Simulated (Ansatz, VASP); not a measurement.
# Two plane-wave programs on Ge

File INCAR:

```
PREC = Accurate
ENCUT = 600
EDIFF = 1E-6
ISMEAR = 0
SIGMA = 0.1
LREAL = F
LASPH = T
NELM = 60
ALGO = Normal
ISIF = 3
LWAVE = F
LCHARG = F
GGA = PE
IBRION = 2
NSW = 100
EDIFFG = -0.01
```

Contents of KPOINTS:

```
Automatic mesh
0
Gamma
  24 24 20
```

File POSCAR:

```
Ge
1.0
    2.8999896408      0.0000000000      0.0000000000
   -1.4499948204      2.5114646996      0.0000000000
    0.0000000000      0.0000000000      2.6482953940
Ge
1
Direct
    0.0000000000      0.0000000000      0.5000000000
```

Input for Ansatz:

```yaml
crystal:
  lattice:
    - [2.8999896408, 0.0, 0.0]
    - [-1.4499948204, 2.5114646996, 0.0]
    - [0.0, 0.0, 2.648295394]
  atoms:
    - { symbol: Ge, position: [0.0, 0.0, 0.5] }
basis:
  ecutwfc: 420
kpoints:
  mp_grid: { grid: [24, 24, 20] }
hamiltonian:
  xc: pbe
scf:
  occupations: { method: gaussian, width: 0.1 }
output:
  forces: true
  stress: true
  eigenvalues: true
relax:
  adjacent_minimum: "off"
  f_tol: 0.01
  max_steps: 80
  cell: { stress_tol: 0.05 }
```

Change from the starting cell: the structure that the rattled cell fell into.

Alike in both runs: task relaxation of cell and atoms; functional PBE; k mesh 24 × 24 × 20; occupations gaussian, width 0.1 eV; no spin polarisation.

```csv
,VASP,Ansatz
version,VASP 6.6.1,Ansatz 0.2.0
potentials or method,"VASP PAW PBE potentials, release 64 (Ge_d), cutoff 600 eV","scalar-relativistic, plane waves, PAW"
valence electrons in the cell,14,14
```

|  | VASP | Ansatz | Ansatz less VASP |
| --- | --- | --- | --- |
| gap on the k mesh at the Fermi level, each at its own relaxed structure (eV) | none | none | - |
| relaxed volume (Å³/atom) | 19.33 | 19.33 | 0.000 |
| relaxed length of the cell vector where the two differ most in proportion (Å) | 2.694 | 2.694 | -0.0005 |

A gap of «none» marks a metal or a gap that the smearing closes.
